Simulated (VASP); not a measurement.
# Si (P1) in VASP: single point with PBE

Aim: the single point of Si with PBE.

Everything below comes from runs of VASP 6.6.1. Logs are shortened: lines on timing, memory, paths and dates and some standing lists are left out, and cuts for length are marked.

**1. The cell of the first run**

The typed cell holds 8 atoms: a = 5.431 Å, b = 5.431 Å, c = 5.431 Å, α = 90.00°, β = 90.00°, γ = 90.00°.

**2. Single point, PBE**

Contents of INCAR:

```
PREC = Accurate ; ENCUT = 500
EDIFF = 1E-6 ; ISMEAR = 0
SIGMA = 0.01 ; LREAL = False
LASPH = True ; NELM = 120
ALGO = Normal ; ISIF = 2
LWAVE = False ; LCHARG = True
GGA = PE ; LELF = True
LVHAR = True ; NBANDS = 26
GGA_COMPAT = False
```

Contents of KPOINTS:

```
Automatic mesh
0
Gamma
  1 1 1
  0.5 0.5 0.5
```

Contents of POSCAR:

```
Si
1.0
    5.4310000000      0.0000000000      0.0000000000
    0.0000000000      5.4310000000      0.0000000000
    0.0000000000      0.0000000000      5.4310000000
Si
8
Direct
    0.0184128200      0.0110476900      0.0055238400
    0.2500000000      0.2500000000      0.2500000000
    0.0000000000      0.5000000000      0.5000000000
    0.2500000000      0.7500000000      0.7500000000
    0.5000000000      0.0000000000      0.5000000000
    0.7500000000      0.2500000000      0.7500000000
    0.5000000000      0.5000000000      0.0000000000
    0.7500000000      0.7500000000      0.2500000000
```

Potentials or basis: VASP PAW PBE potentials, release 64 (Si).

On the command line:

```sh
cat potpaw_PBE.64/Si/POTCAR > POTCAR
mpirun -np 1 vasp_std > vasp.out
```

OUTCAR:

```text
PREC = Accurate
   ENCUT = 500
   EDIFF = 1E-6
   ISMEAR = 0
   LREAL = False
   LASPH = True
   NELM = 120
   ISIF = 2
   GGA = PE

 ion  position               nearest neighbor table
   1  0.018  0.011  0.006-   2 2.24   4 2.35   6 2.39   8 2.43
   2  0.250  0.250  0.250-   1 2.24   3 2.35   5 2.35   7 2.35
   3  0.000  0.500  0.500-   2 2.35   4 2.35   6 2.35   8 2.35
   4  0.250  0.750  0.750-   1 2.35   3 2.35   5 2.35   7 2.35
   5  0.500  0.000  0.500-   2 2.35   4 2.35   6 2.35   8 2.35
   6  0.750  0.250  0.750-   3 2.35   5 2.35   7 2.35   1 2.39
   7  0.500  0.500  0.000-   2 2.35   4 2.35   6 2.35   8 2.35
   8  0.750  0.750  0.250-   3 2.35   5 2.35   7 2.35   1 2.43

  LATTYP: Found a simple cubic cell.
 ALAT       =     5.4310000000

  Lattice vectors:

 A1 = (   5.4310000000,   0.0000000000,   0.0000000000)
 A2 = (   0.0000000000,   5.4310000000,   0.0000000000)
 A3 = (   0.0000000000,   0.0000000000,   5.4310000000)

Analysis of symmetry for initial positions (statically):
=====================================================================
 Subroutine PRICEL returns:
 Original cell was already a primitive cell.

 Routine SETGRP: Setting up the symmetry group for a
 simple cubic supercell.

 Subroutine GETGRP returns: Found  1 space group operations
 (whereof  1 operations were pure point group operations)
 out of a pool of 48 trial point group operations.

The static configuration has the point symmetry C_1 .

Analysis of symmetry for dynamics (positions and initial velocities):
=====================================================================
 Subroutine PRICEL returns:
 Original cell was already a primitive cell.

 Routine SETGRP: Setting up the symmetry group for a
 simple cubic supercell.

 Subroutine GETGRP returns: Found  1 space group operations
 (whereof  1 operations were pure point group operations)
 out of a pool of 48 trial point group operations.

The dynamic configuration has the point symmetry C_1 .

 Subroutine INISYM returns: Found  1 space group operations
 (whereof  1 operations are pure point group operations),
 and found     1 'primitive' translations

[... 82 lines left out ...]
   EDIFF  = 0.1E-05   stopping-criterion for ELM
   LREAL  =      F    real-space projection
   EDIFFG = 0.1E-04   stopping-criterion for IOM
   NSW    =      0    number of steps for IOM
   IBRION =     -1    ionic relax: 0-MD 1-quasi-New 2-CG
   NFREE  =      0    steps in history (QN), initial steepest desc. (CG)
   ISIF   =      2    stress and relaxation
   ISYM   =      2    0-nonsym 1-usesym 2-fastsym
   POTIM  = 0.5000    time-step for ionic-motion
   TEBEG  =    0.0;   TEEND  =   0.0 temperature during run
   PSTRESS=    0.0 pullay stress
   NELECT =      32.0000    total number of electrons
   NUPDOWN=      -1.0000    fix difference up-down
   EMIN   =  10.00;   EMAX   =-10.00  energy-range for DOS
   EFERMI =   0.00;   METHOD = LEGACY
   ISMEAR =     0;   SIGMA  =   0.01  broadening in eV -4-tet -1-fermi 0-gaus
   EFERMI_NEDOS =   21; number of points for ismear=-14 and -15
   IALGO  =     38    algorithm
   IMIX   =      4    mixing-type and parameters
     AMIX     =   0.40;   BMIX     =  1.00
     AMIX_MAG =   1.60;   BMIX_MAG =  1.00
  volume/ion in A,a.u.               =      20.02       135.13
  Fermi-wavevector in a.u.,A,eV,Ry     =   0.956999  1.808467 12.460868  0.915848
  Thomas-Fermi vector in A             =   2.085978
   LORBIT       =      0    0 simple, 1 ext, 2 COOP (PROOUT), +10 PAW based schemes
   GGA     = PE    functional components
   LHFCALC =     F    Hartree Fock is set to
   AEXX    =    0.0000 exact exchange contribution
   IVDW    =     0    specifies the selected vdW correction
   LEPSILON=     F    determine dielectric tensor
   LRPA    =     F    only Hartree local field effects (RPA)
 non-spin polarized calculation
 Gauss-broadening in eV      SIGMA  =   0.01
  energy-cutoff  :      500.00
  volume of cell :      160.19
 maximum number of plane-waves:      4032
 NGX is ok and might be reduce to    40
   NGX = 19   NGY = 19   NGZ = 19

 number of electron      32.0000003 magnetization

 Free energy of the ion-electron system (eV)
  ---------------------------------------------------
  ext. energy  EPLUGINS =         0.00000000
  ---------------------------------------------------
  free energy    TOTEN  =       -33.08085423 eV

  energy without entropy =      -33.08085423  energy(sigma->0) =      -33.08085423

 E-fermi :   5.1819     XC(G=0):  -9.2500

 val. band max:        5.0944149099   @ k =   0.5000   0.5000   0.5000
 cond. band min:       7.5593551673   @ k =   0.5000   0.5000   0.5000
 fundamental gap:      2.4649402574
 Fermi energy:         5.1818918514

 k-point     1 :       0.5000    0.5000    0.5000
  band No.  band energies     occupation
      1      -3.7033      2.00000
      2      -3.5619      2.00000
      3      -3.5308      2.00000
      4      -3.4577      2.00000
      5      -1.0607      2.00000
      6      -0.9340      2.00000
[... 18 lines left out ...]
     25       9.3236      0.00000
     26       9.3607      0.00000

------------------------ aborting loop because EDIFF is reached ----------------------------------------

  FORCE on cell =-STRESS in cart. coord.  units (eV):
  Direction    XX          YY          ZZ          XY          YZ          ZX
  --------------------------------------------------------------------------------------
  -------------------------------------------------------------------------------------
  Total        8.7424882      8.8265758      8.8632870      0.4856050      1.1651765      0.7514246
  in kB       87.4392104     88.2802241     88.6473967      4.8568455     11.6536749      7.5154771
  external PRESSURE =      88.1222771 kB  Pullay stress =       0.0000000 kB

 VOLUME and BASIS-vectors are now :
 -----------------------------------------------------------------------------
  energy-cutoff  :      500.00
  volume of cell :      160.19
      direct lattice vectors                 reciprocal lattice vectors
     5.431000000  0.000000000  0.000000000     0.184128153  0.000000000  0.000000000
     0.000000000  5.431000000  0.000000000     0.000000000  0.184128153  0.000000000
     0.000000000  0.000000000  5.431000000     0.000000000  0.000000000  0.184128153

 POSITION                                       TOTAL-FORCE (eV/Angst)
 -----------------------------------------------------------------------------------
      0.10000      0.06000      0.03000        -1.507958     -0.975489     -0.631585
      1.35775      1.35775      1.35775         0.673964      0.580317      0.512429
      0.00000      2.71550      2.71550        -0.350817      0.023880      0.005480
      1.35775      4.07325      4.07325         0.278881      0.161585      0.082981
      2.71550      0.00000      2.71550         0.043490     -0.210733      0.005110
      4.07325      1.35775      4.07325         0.381588      0.072745      0.189033
      2.71550      2.71550      0.00000         0.043018      0.022914     -0.104323
      4.07325      4.07325      1.35775         0.437833      0.324781     -0.059126
 -----------------------------------------------------------------------------------
    total drift:                               -0.000064     -0.000017     -0.000036

  FREE ENERGIE OF THE ION-ELECTRON SYSTEM (eV)
  ---------------------------------------------------
  free  energy   TOTEN  =       -33.0808542261 eV

  energy  without entropy=      -33.0808542261  energy(sigma->0) =      -33.08085423
```

OSZICAR:

```text
N       E                     dE             d eps       ncg     rms          rms(c)
DAV:   1     0.731333230782E+02    0.73133E+02   -0.11100E+04    52   0.940E+02
DAV:   2    -0.286057973704E+02   -0.10174E+03   -0.85472E+02    64   0.156E+02
DAV:   3    -0.343675023813E+02   -0.57617E+01   -0.56135E+01    60   0.296E+01
DAV:   4    -0.345206947524E+02   -0.15319E+00   -0.15296E+00    54   0.570E+00
DAV:   5    -0.345288118771E+02   -0.81171E-02   -0.81111E-02    80   0.105E+00    0.112E+01
DAV:   6    -0.335093354137E+02    0.10195E+01   -0.48893E-01    54   0.270E+00    0.700E+00
DAV:   7    -0.330628754229E+02    0.44646E+00   -0.10662E+00    52   0.415E+00    0.629E-01
DAV:   8    -0.330765316654E+02   -0.13656E-01   -0.50298E-02    72   0.102E+00    0.207E-01
DAV:   9    -0.330801414249E+02   -0.36098E-02   -0.44732E-03    62   0.315E-01    0.124E-01
DAV:  10    -0.330806313631E+02   -0.48994E-03   -0.39984E-04    72   0.890E-02    0.843E-02
DAV:  11    -0.330808440796E+02   -0.21272E-03   -0.23308E-04    54   0.704E-02    0.204E-02
DAV:  12    -0.330808528214E+02   -0.87418E-05   -0.14754E-05    72   0.174E-02    0.122E-02
DAV:  13    -0.330808541253E+02   -0.13039E-05   -0.92645E-07    38   0.464E-03    0.642E-03
DAV:  14    -0.330808542261E+02   -0.10076E-06   -0.73125E-07    56   0.430E-03
   1 F= -.33080854E+02 E0= -.33080854E+02  d E =-.329819E-35
```

stdout:

```text
POSCAR found type information on POSCAR Si
 POSCAR found :  1 types and       8 ions
 scaLAPACK will be used
 LDA part: xc-table for (Slater+PW92), standard interpolation
 POSCAR, INCAR and KPOINTS ok, starting setup
 FFT: planning ... GRIDC
 FFT: planning ... GRID_SOFT
 FFT: planning ... GRID
 WAVECAR not read
 entering main loop
```

It took 7.4 s on 1 thread of AMD EPYC 9R45 (Zen 5), shared host; peak memory 0.18 GiB.

What came out:

```
Free energy            : -33.0809 eV
Pressure               : 8.8 GPa
Largest force          : 1.904 eV/Å
Band gap on the k mesh : 2.46 eV
```

Forces on the atoms (eV/Å):
```
Si  -1.508 -0.975 -0.632
Si   0.674  0.580  0.512
Si  -0.351  0.024  0.005
Si   0.279  0.162  0.083
Si   0.043 -0.211  0.005
Si   0.382  0.073  0.189
Si   0.043  0.023 -0.104
Si   0.438  0.325 -0.059
```

Stress tensor (GPa, compression positive):
```
8.74 0.49 0.75
0.49 8.83 1.17
0.75 1.17 8.86
```

Levels at points of the mesh, in eV from the valence-band top:
```tsv
k point	band 14	band 15	band 16	band 17	band 18	band 19
(0.50, 0.50, 0.50)	-0.19	-0.11	0.00	2.46	2.48	2.49
```

Caveat: the k points lie up to 1.16 Å⁻¹ apart; forces of over 1 eV/Å act on the atoms, so gaps and moduli don't describe the material at rest. Expect the measured gap to be larger: semilocal functionals such as PBE lack the derivative discontinuity.
